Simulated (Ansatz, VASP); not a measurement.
## One calculation of Al4CoNi3, two programs

```
Al Co Ni
1.0
    -2.88677    2.88677    2.88677
     2.88677   -2.88677    2.88677
     2.88677    2.88677   -2.88677
Al Co Ni
4 1 3
Cartesian
  1.4434 -1.4434 1.4434
  1.4434 1.4434 1.4434
  1.4434 1.4434 -1.4434
  -1.4434 1.4434 1.4434
  0.0000 0.0000 0.0000
  0.0000 2.8868 0.0000
  0.0000 0.0000 2.8868
  2.8868 0.0000 0.0000
```

Alike in both runs: functional PBE; k mesh 4 × 4 × 4; occupations gaussian, width 0.1 eV; collinear spin.

Ansatz relaxed the structure, and its values are those at the end. VASP's run is a single point on that final structure, the one shown.

|  | VASP | Ansatz |
| --- | --- | --- |
| version | VASP 6.6.1 | Ansatz 0.2.0 |
| potentials or method | VASP PAW PBE potentials, release 64 (Al, Co, Ni), cutoff 520 eV | scalar-relativistic, plane waves, PAW |
| valence electrons in the cell | 51 | 83 |

Ansatz gave:

| Item | Value |
| --- | --- |
| gap on the k mesh at the Fermi level (eV) | none |
| pressure (GPa) | 0.1 |
| net moment per atom (μB) | 0.13 |
| size of the moment on the site where the two differ most (μB) | 0.71 |

Question: What did VASP give for the same quantities?

Answer: gap on the k mesh at the Fermi level (eV): none; pressure (GPa): 0.0; net moment per atom (μB): 0.11; size of the moment on the site where the two differ most (μB): 0.60.

Site moments also hang on the region over which each program counts them. A gap of «none» marks a metal or a gap that the smearing closes. VASP's potentials hold 51 valence electrons a cell and Ansatz's 83, so a difference there can come from the potentials and not from the codes.

The k mesh is coarse, so the values compare programs but aren't converged.
